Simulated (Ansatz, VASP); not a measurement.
Given: the input of a run of VASP 6.6.1 on PtS2.

File INCAR:

```
  PREC = Accurate
  ENCUT = 520
  EDIFF = 1E-6
  ISMEAR = -1
  SIGMA = 0.05
  LREAL = F
  LASPH = T
  NELM = 100
  ALGO = Normal
  ISIF = 2
  LWAVE = F
  LCHARG = F
  GGA = CA
  NBANDS = 18
```

Contents of KPOINTS:

```
Automatic mesh
0
Gamma
  9 9 5
```

Contents of POSCAR:

```
PtS2
1.0
    3.5194194177      0.0000000000      0.0000000000
   -1.7597097089      3.0479066223      0.0000000000
    0.0000000000      0.0000000000      5.0049815314
Pt S
1 2
Direct
    0.0000000000      0.0000000000      0.0000000000
    0.6666666667      0.3333333333      0.7730000000
    0.3333333333      0.6666666667      0.2270000000
```

Potentials or basis: VASP PAW LDA potentials, release 64 (Pt, S).

Launch:

```console
$ cat potpaw_LDA.64/Pt/POTCAR potpaw_LDA.64/S/POTCAR > POTCAR
$ mpirun -np 1 vasp_std > vasp.out
```

Task: Set up the same calculation for Ansatz 0.2.0. Potentials there: all-electron LAPW, scalar-relativistic.

Result: As run (the cutoff follows the program's own potentials):

File input.yaml:

```yaml
crystal:
  lattice:
    - [3.5194194177, 0.0, 0.0]
    - [-1.7597097089, 3.0479066223, 0.0]
    - [0.0, 0.0, 5.0049815314]
  atoms:
    - { symbol: Pt, position: [0.0, 0.0, 0.0] }
    - { symbol: S, position: [0.6666666667, 0.3333333333, 0.773] }
    - { symbol: S, position: [0.3333333333, 0.6666666667, 0.227] }
kpoints:
  mp_grid: { grid: [9, 9, 5] }
scf:
  occupations: { method: fermi_dirac, width: 0.05 }
hamiltonian:
  xc: lda
  pseudopotentials: { kind: all_electron, lapw: { basis_error: 0.002 } }
output:
  forces: true
  stress: true
  eigenvalues: true
```

Potentials or basis: all-electron LAPW, scalar-relativistic.

Command:

```bash
$ ansatz run input.yaml --threads 2 --pin off --max-ram 8192MiB --backend cpu --events-out ev --progress --plain --runs-dir out
```

Both were run:

|  | VASP | Ansatz | Ansatz less VASP |
| --- | --- | --- | --- |
| gap on the k mesh at the Fermi level (eV) | 0.93 | 0.93 | -0.003 |
| least direct gap on the mesh (eV) | 0.98 | 0.98 | -0.003 |
| pressure (GPa) | 7.0 | 7.1 | +0.10 |
| traceless stress, the component that is largest in VASP (GPa) | -1.31 | -1.34 | -0.031 |
| rms of the force components (eV/Å) | 0.529 | 0.530 | +0.0006 |

LDA's correlation is that of Perdew and Zunger in VASP and of Perdew and Wang (1992) in Ansatz. Atom by atom the forces differ by 0.001 eV/Å (rms over components). Ansatz ran all-electron here, and VASP with PAW potentials.

Spin-orbit coupling is off throughout.
